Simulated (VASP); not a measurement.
# H21ClO10 in VASP: a series of runs

H21ClO10 is run at these levels: PBE+D3(BJ); tasks: single point.

All numbers are computed with VASP 6.6.1; they aren't measurements. Logs are shortened: lines on timing, memory, paths and dates and some standing lists are left out, and cuts for length are marked.

### 1 The cell of the first run

The cell holds an amorphous packing of atoms, 32 atoms: a = 7.054 Å, b = 7.054 Å, c = 7.054 Å, α = 90.00°, β = 90.00°, γ = 90.00°.

### 2 Single point, PBE+D3(BJ)

File INCAR:

```
PREC = Accurate ; ENCUT = 520
EDIFF = 1E-7 ; ISMEAR = -1
SIGMA = 0.02 ; LREAL = Auto
LASPH = T ; NELM = 80
ALGO = Normal ; ISIF = 2
LWAVE = F ; LCHARG = F
GGA = PE ; IVDW = 12
NBANDS = 66
```

File KPOINTS:

```
Automatic mesh
0
Gamma
  1 1 1
```

File POSCAR:

```
H21ClO10
1.0
    7.0540040000      0.0000000000      0.0000000000
    0.0000000000      7.0540040000      0.0000000000
    0.0000000000      0.0000000000      7.0540040000
O H Cl
10 21 1
Direct
    0.6710515049      0.1424155699      0.9852276806
    0.2090018662      0.9042098644      0.0587751297
    0.1222284535      0.5255596680      0.3586899015
    0.0487949823      0.2152819874      0.8949952396
    0.7211790637      0.6606744198      0.2995745395
    0.9410967161      0.6139775367      0.8726107896
    0.6089165813      0.6424152864      0.6643319170
    0.5134388923      0.3876947050      0.1781541377
    0.4321233728      0.9906430447      0.6648989709
    0.5980291477      0.2777287906      0.5165435120
    0.6018142320      0.1092287444      0.8717743852
    0.8206403058      0.1508504957      0.9601497249
    0.1332292979      0.8013888282      0.1130563578
    0.2576976140      0.8528631399     -0.0559256842
    0.0248511342      0.5675783569      0.4604477117
    0.1208108189      0.3889705761      0.3684999328
    0.0512474901      0.1313721966      0.7866596050
    0.1197475930      0.1141195837      0.9846464504
    0.6518567327      0.7180035622      0.4067618901
    0.7224124058      0.7558969346      0.2041677323
    1.0195769665      0.5006092993      0.8907423358
    0.9204559566      0.6366029846      1.0124462646
    0.7335124845      0.6529766640      0.7135805423
    0.6109296224      0.5262117799      0.5957751087
    0.5930532503      0.4945134706      0.1896653305
    0.6029199870      0.2855683099      0.0910830218
    0.3124324852      1.0443288663      0.6300818656
    0.4476464714      0.8547060648      0.6408417120
    0.5384317899      0.3162600985      0.3295858636
    0.5400195407      0.1501558547      0.5860217828
    0.7379213281      0.2436205026      0.4901896852
    0.9838525751      0.0881343419      0.5050181429
```

Potentials or basis: VASP PAW PBE potentials, release 64 (O, H, Cl).

Launch:

```console
$ cat potpaw_PBE.64/O/POTCAR potpaw_PBE.64/H/POTCAR potpaw_PBE.64/Cl/POTCAR > POTCAR
$ mpirun -np 1 vasp_gam > vasp.out
```

OUTCAR:

```text
PREC = Accurate
   ENCUT = 520
   EDIFF = 1E-7
   ISMEAR = -1
   LREAL = Auto
   LASPH = T
   NELM = 80
   ISIF = 2
   GGA = PE
   IVDW = 12
 IVDW          = 12

 ion  position               nearest neighbor table
   1  0.671  0.142  0.985-  11 0.97  12 1.07  26 1.34
   2  0.209  0.904  0.059-  14 0.95  13 0.98
   3  0.122  0.526  0.359-  16 0.97  15 1.04
   4  0.049  0.215  0.895-  17 0.97  18 1.08
   5  0.721  0.661  0.300-  20 0.95  19 0.99
   6  0.941  0.614  0.873-  21 0.98  22 1.01
   7  0.609  0.642  0.664-  23 0.95  24 0.95
   8  0.513  0.388  0.178-  25 0.94  26 1.14  29 1.19
   9  0.432  0.991  0.665-  27 0.96  28 0.98
  10  0.598  0.278  0.517-  31 1.03  30 1.10  29 1.41
  11  0.602  0.109  0.872-   1 0.97
  12  0.821  0.151  0.960-   1 1.07
  13  0.133  0.801  0.113-   2 0.98
  14  0.258  0.853  0.944-   2 0.95
  15  0.025  0.568  0.460-   3 1.04
  16  0.121  0.389  0.368-   3 0.97
  17  0.051  0.131  0.787-   4 0.97
  18  0.120  0.114  0.985-   4 1.08
  19  0.652  0.718  0.407-   5 0.99
  20  0.722  0.756  0.204-   5 0.95
  21  0.020  0.501  0.891-   6 0.98
  22  0.920  0.637  0.012-   6 1.01
  23  0.734  0.653  0.714-   7 0.95
  24  0.611  0.526  0.596-   7 0.95
  25  0.593  0.495  0.190-   8 0.94
  26  0.603  0.286  0.091-   8 1.14   1 1.34
  27  0.312  0.044  0.630-   9 0.96
  28  0.448  0.855  0.641-   9 0.98
  29  0.538  0.316  0.330-   8 1.19  10 1.41
  30  0.540  0.150  0.586-  10 1.10
  31  0.738  0.244  0.490-  10 1.03
  32  0.984  0.088  0.505-

  LATTYP: Found a simple cubic cell.
 ALAT       =     7.0540040000

  Lattice vectors:

 A1 = (   7.0540040000,   0.0000000000,   0.0000000000)
 A2 = (   0.0000000000,   7.0540040000,   0.0000000000)
 A3 = (   0.0000000000,   0.0000000000,   7.0540040000)

Analysis of symmetry for initial positions (statically):
=====================================================================
 Subroutine PRICEL returns:
 Original cell was already a primitive cell.

 Routine SETGRP: Setting up the symmetry group for a
 simple cubic supercell.

 Subroutine GETGRP returns: Found  1 space group operations
 (whereof  1 operations were pure point group operations)
 out of a pool of 48 trial point group operations.

[... 149 lines left out ...]
   NELM   =     80;   NELMIN=  2; NELMDL= -5     # of ELM steps
   EDIFF  = 0.1E-06   stopping-criterion for ELM
   LREAL  =      T    real-space projection
   EDIFFG = 0.1E-05   stopping-criterion for IOM
   NSW    =      0    number of steps for IOM
   IBRION =     -1    ionic relax: 0-MD 1-quasi-New 2-CG
   NFREE  =      0    steps in history (QN), initial steepest desc. (CG)
   ISIF   =      2    stress and relaxation
   ISYM   =      2    0-nonsym 1-usesym 2-fastsym
   POTIM  = 0.5000    time-step for ionic-motion
   TEBEG  =    0.0;   TEEND  =   0.0 temperature during run
   PSTRESS=    0.0 pullay stress
   NELECT =      88.0000    total number of electrons
   NUPDOWN=      -1.0000    fix difference up-down
   EMIN   =  10.00;   EMAX   =-10.00  energy-range for DOS
   EFERMI =   0.00;   METHOD = LEGACY
   ISMEAR =    -1;   SIGMA  =   0.02  broadening in eV -4-tet -1-fermi 0-gaus
   EFERMI_NEDOS =   21; number of points for ismear=-14 and -15
   IALGO  =     38    algorithm
   IMIX   =      4    mixing-type and parameters
     AMIX     =   0.40;   BMIX     =  1.00
     AMIX_MAG =   1.60;   BMIX_MAG =  1.00
  volume/ion in A,a.u.               =      10.97        74.02
  Fermi-wavevector in a.u.,A,eV,Ry     =   1.032286  1.950738 14.498563  1.065614
  Thomas-Fermi vector in A             =   2.166476
   LORBIT       =      0    0 simple, 1 ext, 2 COOP (PROOUT), +10 PAW based schemes
   GGA     = PE    functional components
   LHFCALC =     F    Hartree Fock is set to
   AEXX    =    0.0000 exact exchange contribution
   IVDW    =    12    specifies the selected vdW correction
   LEPSILON=     F    determine dielectric tensor
   LRPA    =     F    only Hartree local field effects (RPA)
 non-spin polarized calculation
  energy-cutoff  :      520.00
  volume of cell :      351.00
 maximum number of plane-waves:      4730
 NGX is ok and might be reduce to    54
   NGX = 27   NGY = 27   NGZ = 27

 number of electron      87.9999993 magnetization

 Free energy of the ion-electron system (eV)
  ---------------------------------------------------
  ext. energy  EPLUGINS =         0.00000000
  ---------------------------------------------------
  free energy    TOTEN  =      -151.30812988 eV

  energy without entropy =     -151.30812988  energy(sigma->0) =     -151.30812988

 E-fermi :  -2.3671     XC(G=0):  -6.7121

 val. band max:       -2.8503582147   @ k =   0.0000   0.0000   0.0000
 cond. band min:       0.9615824353   @ k =   0.0000   0.0000   0.0000
 fundamental gap:      3.8119406499
 Fermi energy:        -2.3670600528

 k-point     1 :       0.0000    0.0000    0.0000
  band No.  band energies     occupation
      1     -23.4191      2.00000
      2     -23.1389      2.00000
      3     -22.7398      2.00000
      4     -22.7063      2.00000
      5     -22.4258      2.00000
      6     -22.2053      2.00000
[... 48 lines left out ...]
     55       5.8379      0.00000
     56       6.0349      0.00000
 [bands above 56 left out]

------------------------ aborting loop because EDIFF is reached ----------------------------------------

 Edisp (eV)   -1.12725

 E8    (eV) :    -0.2410

  FORCE on cell =-STRESS in cart. coord.  units (eV):
  Direction    XX          YY          ZZ          XY          YZ          ZX
  --------------------------------------------------------------------------------------
  -------------------------------------------------------------------------------------
  Total      -2.05091     0.68537    -1.44412     3.09547     5.04663     1.28366
  in kB      -9.36159     3.12844    -6.59186    14.12960    23.03587     5.85941
  external pressure =       -4.27 kB  Pullay stress =        0.00 kB

 VOLUME and BASIS-vectors are now :
 -----------------------------------------------------------------------------
  energy-cutoff  :      520.00
  volume of cell :      351.00
      direct lattice vectors                 reciprocal lattice vectors
     7.054004000  0.000000000  0.000000000     0.141763458  0.000000000  0.000000000
     0.000000000  7.054004000  0.000000000     0.000000000  0.141763458  0.000000000
     0.000000000  0.000000000  7.054004000     0.000000000  0.000000000  0.141763458

 POSITION                                       TOTAL-FORCE (eV/Angst)
 -----------------------------------------------------------------------------------
      4.73360      1.00460      6.94980         2.446513     -0.075890      0.623016
      1.47430      6.37830      0.41460        -0.367034      0.386429      1.063124
      0.86220      3.70730      2.53020        -1.407808      1.445000      1.515861
      0.34420      1.51860      6.31330         1.045066     -1.670092      2.936937
      5.08720      4.66040      2.11320        -0.006822     -0.162246      0.353181
      6.63850      4.33100      6.15540         0.147816      0.212286      2.145753
[... 24 lines left out ...]
      5.20530      1.71850      3.45780        -0.781149     -0.161565      0.551827
      6.94010      0.62170      3.56240         0.132510     -0.196933     -0.341394
 -----------------------------------------------------------------------------------
    total drift:                                0.001938      0.008589     -0.007652

  FREE ENERGIE OF THE ION-ELECTRON SYSTEM (eV)
  ---------------------------------------------------
  free  energy   TOTEN  =      -152.4353825633 eV

  energy  without entropy=     -152.4353825633  energy(sigma->0) =     -152.43538256
```

Run time: 51 s. Hardware: 1 thread of Intel Xeon Platinum 8488C (Sapphire Rapids), shared host; peak memory 0.36 GiB.

Results:

- Free energy: -152.4354 eV
- Pressure: -0.4 GPa
- Largest force: 4.107 eV/Å
- Band gap on the k mesh: 3.81 eV
- Dispersion energy per atom: -0.035 eV

Forces in eV/Å, atoms in the order of the input:
```
O    2.447 -0.076  0.623
O   -0.367  0.386  1.063
O   -1.408  1.445  1.516
O    1.045 -1.670  2.937
O   -0.007 -0.162  0.353
O    0.148  0.212  2.146
O   -1.713  1.587 -0.248
O   -0.318 -4.042  0.652
O    1.030  0.471  0.953
O    0.297 -1.337 -0.350
H   -0.121 -0.134 -0.436
H   -1.674  0.263 -0.226
H    0.272  0.233  0.212
H    0.492 -0.518 -1.037
H    1.618 -0.702 -1.843
H   -0.107 -0.651  0.117
H   -0.505  0.130 -1.677
H   -1.013  1.705 -0.716
H    0.266 -0.164  0.104
H    0.033  1.136 -0.703
H    0.035 -0.636 -0.717
H   -0.170  0.048 -1.426
H    1.619  0.206  1.020
H   -0.427 -1.738 -0.394
H    1.222  2.306  0.600
H   -1.169  0.291 -0.010
H   -1.510 -0.262 -0.558
H    0.120 -0.288 -0.191
H   -0.340  0.887 -0.695
H    0.853  1.434 -1.278
H   -0.781 -0.162  0.552
Cl   0.133 -0.197 -0.341
```

Caveat: the k points lie up to 0.89 Å⁻¹ apart.

### 3 Single point, PBE+D3(BJ)

File INCAR:

```
SYSTEM = H21ClO10
  PREC = Accurate
  ENCUT = 520
  EDIFF = 1E-6
  ISMEAR = -1
  SIGMA = 0.02
  LREAL = Auto
  LASPH = .True.
  NELM = 80
  ALGO = Normal
  ISIF = 2
  LWAVE = .False.
  LCHARG = .False.
  GGA = PE
  IVDW = 12
  NBANDS = 66
```

File KPOINTS:

```
Automatic mesh
0
Gamma
  1 1 1
  0 0 0
```

File POSCAR:

```
H21ClO10
1.0
    7.0540040000      0.0000000000      0.0000000000
    0.0000000000      7.0540040000      0.0000000000
    0.0000000000      0.0000000000      7.0540040000
O H Cl
10 21 1
Direct
    0.6899911029      0.0995746529      0.9609010712
    0.2327188927      0.9322790290      0.0436489687
    0.1041394363      0.5807340058      0.3504959736
    0.0219166306      0.2340939982      0.9228659354
    0.6622338178      0.7038130401      0.2915223751
    0.9333847840      0.5801811283      0.9203141932
    0.6477739451      0.6599797789      0.7231921048
    0.5107595629      0.3524806620      0.1702437367
    0.4473771209      0.9562512298      0.6524804919
    0.6121913172      0.2810885846      0.4870141837
    0.6424294628      0.0359086839      0.8449102099
    0.8043658609      0.1529202422      0.9184003865
    0.2633397996      0.8571160436      0.1554436317
    0.3158773372      0.8879070667     -0.0599375901
    0.0037709080      0.6593985487      0.3818115215
    0.0577686091      0.4490074006      0.3803938869
    0.0514176062      0.2051884292      0.7870281899
    0.1185709563      0.1729797715      1.0160328800
    0.6605326563      0.6164442209      0.3917066109
    0.6452930846      0.8250775021      0.3629286289
    1.0072010166      0.4511196761      0.9301242245
    0.9593274968      0.6749641764      1.0095401137
    0.7725824936      0.6370424514      0.8037704543
    0.5546495295      0.5530050734      0.7530616654
    0.5266370702      0.4844482651      0.1334561194
    0.5872125959      0.2644455546      0.0815706938
    0.3430533921      0.9332430206      0.5618085842
    0.5203285964      0.8349725915      0.6434643360
    0.5564357491      0.3222708691      0.3113976119
    0.5492199891      0.1756732772      0.5541108284
    0.7498861639      0.2088742791      0.4795574258
    0.9817119469      0.0761411533      0.4871559472
```

Potentials or basis: VASP PAW PBE potentials, release 64 (O, H, Cl).

Launch:

```console
$ cat potpaw_PBE.64/O/POTCAR potpaw_PBE.64/H/POTCAR potpaw_PBE.64/Cl/POTCAR > POTCAR
$ mpirun -np 1 vasp_gam > vasp.out
```

It took 36 s on 1 thread of Intel Xeon Platinum 8488C (Sapphire Rapids), shared host; peak memory 0.37 GiB.

The run converged. Its results:

- Free energy: -152.6018 eV
- Pressure: -0.5 GPa
- Largest force: 3.477 eV/Å
- Band gap on the k mesh: 3.99 eV
- Dispersion energy per atom: -0.035 eV

Forces in eV/Å, atoms in the order of the input:
```
O   -2.875 -1.066  0.021
O    0.308 -0.175 -0.211
O    1.785 -2.956 -0.406
O    1.807  0.003  0.505
O   -0.296  2.228 -0.887
O   -0.091 -1.687 -1.559
O   -1.122 -1.467  0.402
O   -0.249 -0.432 -1.502
O   -0.696 -0.107 -0.966
O    1.967 -1.053  0.134
H   -0.343  0.279  0.848
H    2.594  0.962 -0.163
H   -0.034 -0.020 -0.101
H   -0.279  0.285  0.356
H   -2.142  1.748  0.667
H    0.556  1.209 -0.272
H    0.236 -0.362  0.651
H   -1.221  0.153 -1.820
H    0.062 -1.466  1.817
H    0.330 -0.745 -0.875
H   -0.963  1.198  0.291
H    0.822  0.983  1.508
H   -0.629 -0.368 -0.372
H    1.634  1.413 -0.477
H    0.266  0.521  0.238
H   -0.208 -0.343 -0.385
H   -0.069  0.483  0.505
H    0.503 -0.144  0.719
H    0.073 -0.231  1.205
H   -0.768 -0.082  0.003
H   -0.884  1.034 -0.044
Cl  -0.074  0.205  0.171
```

Stress tensor (GPa, compression positive):
```
 0.09  0.37 -0.36
 0.37 -1.12 -0.33
-0.36 -0.33 -0.49
```

Levels at points of the mesh, in eV from the valence-band top:
```tsv
k point	band 40	band 41	band 42	band 43	band 44	band 45	band 46	band 47	band 48	band 49
(0.00, 0.00, 0.00)	-0.58	-0.42	-0.29	-0.08	0.00	3.99	6.48	6.87	7.22	7.38
```

Caveat: the k points lie up to 0.89 Å⁻¹ apart.
